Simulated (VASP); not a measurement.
# ZrC (Fm-3m) in VASP: further runs, part 2 of 2

VASP 6.6.1. Earlier steps stand in the parts before.

## (5) Relaxation of cell and atoms, r2SCAN+D4

This run uses another cell than the first one, of 13.23 Å³/atom.

Input file POSCAR:

```
ZrC
1.0
    0.0000000000      2.3650000000      2.3650000000
    2.3650000000      0.0000000000      2.3650000000
    2.3650000000      2.3650000000      0.0000000000
Zr C
1 1
Direct
    0.5000000000      0.5000000000      0.5000000000
    0.0000000000      0.0000000000      0.0000000000
```

Input file INCAR.step1:

```
PREC = Accurate
ENCUT = 600
ISMEAR = 1
SIGMA = 0.1
LREAL = False
LASPH = True
NELM = 100
GGA = PE
ALGO = Normal
EDIFF = 1E-4
LWAVE = True
LCHARG = False
```

Input file INCAR.step2:

```
PREC = Accurate
ENCUT = 600
EDIFF = 1E-7
ISMEAR = 1
SIGMA = 0.1
LREAL = False
LASPH = True
NELM = 100
ALGO = Normal
ISIF = 3
LWAVE = False
LCHARG = False
METAGGA = R2SCAN
LMIXTAU = True
IVDW = 13
VDW_S6 = 1.0
VDW_S8 = 0.6018749
VDW_A1 = 0.51559235
VDW_A2 = 5.77342911
IBRION = 2
NSW = 100
EDIFFG = -0.01
ISTART = 1
```

Input file KPOINTS:

```
Automatic mesh
0
Gamma
  12 12 12
```

Command:

```console
> cat potpaw_PBE.64/Zr_sv/POTCAR potpaw_PBE.64/C/POTCAR > POTCAR
> cp INCAR.step1 INCAR
> mpirun -np 1 vasp_std > vasp.out
> cp INCAR.step2 INCAR
> mpirun -np 1 vasp_std > vasp.out
```

Run time: 8.8 min. Hardware: 1 thread of Intel Xeon 8259CL, shared host; peak memory 0.2 GiB.

It converged, with:

* Free energy: -34.9018 eV
* Relaxed volume: 13.02 Å³/atom
* Relaxed cell: a = 3.327 Å, b = 3.327 Å, c = 3.327 Å, α = 60.00°, β = 60.00°, γ = 60.00°
* Space group after relaxing (to 0.1 Å): Fm-3m (No. 225)
* Energy gained by relaxing: 2.4 meV/atom
* Ionic steps: 3
* Pressure after relaxing: 0.0 GPa
* Band gap on the k mesh: zero (bands 8 and 9 overlap by 1.33 eV)
* Dispersion energy per atom: -0.089 eV

Step by step:
| step | energy change (eV) | largest force (eV/Å) | pressure (GPa) | volume (Å³) |
| --- | --- | --- | --- | --- |
| 1 | 0.0000 | 0.0000 | -3.60 | 26.46 |
| 2 | 0.0095 | 0.0000 | 6.70 | 25.33 |
| 3 | -0.0048 | 0.0000 | -0.02 | 26.04 |

Final structure:
```
Zr C
1.0
     0.00000    2.35248    2.35248
     2.35248    0.00000    2.35248
     2.35248    2.35248    0.00000
Zr C
1 1
Direct
  0.50000 0.50000 0.50000
  0.00000 0.00000 0.00000
```

Levels at points of the mesh, in eV from the Fermi level:
```
           k point  band 6  band 7  band 8  band 9  band 10  band 11
(0.00, 0.00, 0.00)    0.82    0.82    0.82    1.21     1.21     1.21
(0.50, 0.00, 0.00)   -5.56   -3.20   -3.20    4.69     4.69     5.60
(0.50, 0.50, 0.00)   -2.31   -1.73   -0.10   -0.10     4.50     5.86
```

Caveat: the PAW data sets were made with another functional, which shifts forces and pressure a little.

## (6) Relaxation of cell and atoms, r2SCAN+rVV10

This run uses another cell than the first one, of 13.23 Å³/atom.

POSCAR is that of step 5.

Input file INCAR.step1:

```
PREC     = Accurate       # precision mode
ENCUT    = 600            # plane-wave cutoff, eV
ISMEAR   = 1              # smearing method
SIGMA    = 0.1            # smearing width, eV
LREAL    = False          # projectors in reciprocal space
LASPH    = True           # aspherical terms in the spheres
NELM     = 60             # most SCF steps
GGA      = PE             # functional
ALGO     = Normal         # electronic algorithm
EDIFF    = 1E-4           # SCF threshold, eV
LWAVE    = True           # write WAVECAR
LCHARG   = False          # write CHGCAR
```

Input file INCAR.step2:

```
PREC     = Accurate       # precision mode
ENCUT    = 600            # plane-wave cutoff, eV
EDIFF    = 1E-6           # SCF threshold, eV
ISMEAR   = 1              # smearing method
SIGMA    = 0.1            # smearing width, eV
LREAL    = False          # projectors in reciprocal space
LASPH    = True           # aspherical terms in the spheres
NELM     = 60             # most SCF steps
ALGO     = Normal         # electronic algorithm
ISIF     = 3              # what is computed and relaxed
LWAVE    = False          # write WAVECAR
LCHARG   = False          # write CHGCAR
METAGGA  = R2SCAN         # meta-GGA
LMIXTAU  = True         
LUSE_VDW = True         
IVDW_NL  = 2            
BPARAM   = 11.95        
CPARAM   = 0.0093       
IBRION   = 2              # ionic algorithm
NSW      = 100            # ionic steps
EDIFFG   = -0.01          # ionic threshold
ISTART   = 1
```

Input file KPOINTS:

```
regular mesh
0
Gamma
  12 12 12
```

Potentials or basis: VASP PAW PBE potentials, release 64 (Zr_sv, C).

Command:

```console
> cat potpaw_PBE.64/Zr_sv/POTCAR potpaw_PBE.64/C/POTCAR > POTCAR
> cp INCAR.step1 INCAR
> mpirun -np 1 vasp_std > vasp.out
> cp INCAR.step2 INCAR
> mpirun -np 1 vasp_std > vasp.out
```

Wall time 11 min (1 thread of Intel Xeon 8259CL, shared host); peak memory 0.3 GiB.

The run converged. Its results:

* Free energy: -34.4878 eV
* Relaxed volume: 13.03 Å³/atom
* Relaxed cell: a = 3.327 Å, b = 3.327 Å, c = 3.327 Å, α = 60.00°, β = 60.00°, γ = 60.00°
* Space group after relaxing (to 0.1 Å): Fm-3m (No. 225)
* Energy gained by relaxing: 2.3 meV/atom
* Ionic steps: 3
* Pressure after relaxing: 0.0 GPa
* Band gap on the k mesh: zero (bands 8 and 9 overlap by 1.33 eV)

The path:
```csv
step,energy change (eV),largest force (eV/Å),pressure (GPa),volume (Å³)
1,0.0000,0.0000,-3.51,26.46
2,0.0092,0.0000,6.55,25.36
3,-0.0045,0.0000,-0.02,26.05
```

Final structure:
```
Zr C
1.0
     0.00000    2.35288    2.35288
     2.35288    0.00000    2.35288
     2.35288    2.35288    0.00000
Zr C
1 1
Cartesian
  2.3529 2.3529 2.3529
  0.0000 0.0000 0.0000
```

Levels at points of the mesh, in eV from the Fermi level:
```csv
k point,band 6,band 7,band 8,band 9,band 10,band 11
"(0.00, 0.00, 0.00)",0.83,0.83,0.83,1.21,1.21,1.21
"(0.50, 0.00, 0.00)",-5.57,-3.20,-3.20,4.70,4.70,5.60
"(0.50, 0.50, 0.00)",-2.32,-1.74,-0.10,-0.10,4.51,5.87
```

Caveat: the PAW data sets were made with another functional, which shifts forces and pressure a little.

## (7) Summary

```csv
task,level,cell,cutoff (eV),gap on the mesh (eV),pressure (GPa),relaxed volume (Å³/atom)
single point,r2SCAN+rVV10,"a = 3.326 Å, angles 60.0°, 2 atoms",520,none,0.4,-
relaxation of cell and atoms,PBE+D3(BJ),"relaxed from a = 3.345 Å, angles 60.0°, 2 atoms",600,none,-0.1,12.77
relaxation of cell and atoms,PBE+D4,"relaxed from a = 3.345 Å, angles 60.0°, 2 atoms",600,none,-0.1,12.87
relaxation of cell and atoms,r2SCAN+D4,"relaxed from a = 3.345 Å, angles 60.0°, 2 atoms",600,none,0.0,13.02
relaxation of cell and atoms,r2SCAN+rVV10,"relaxed from a = 3.345 Å, angles 60.0°, 2 atoms",600,none,0.0,13.03
```

Alike in all rows: potentials or basis VASP PAW PBE potentials, release 64 (Zr_sv, C); no spin polarisation; k mesh 12 × 12 × 12; smearing methfessel-paxton 0.1 eV.

Caveats: the PAW data sets were made with another functional, which shifts forces and pressure a little (at least some runs).

Total energies depend on the potentials used, so only differences within one code and one set of settings carry meaning.
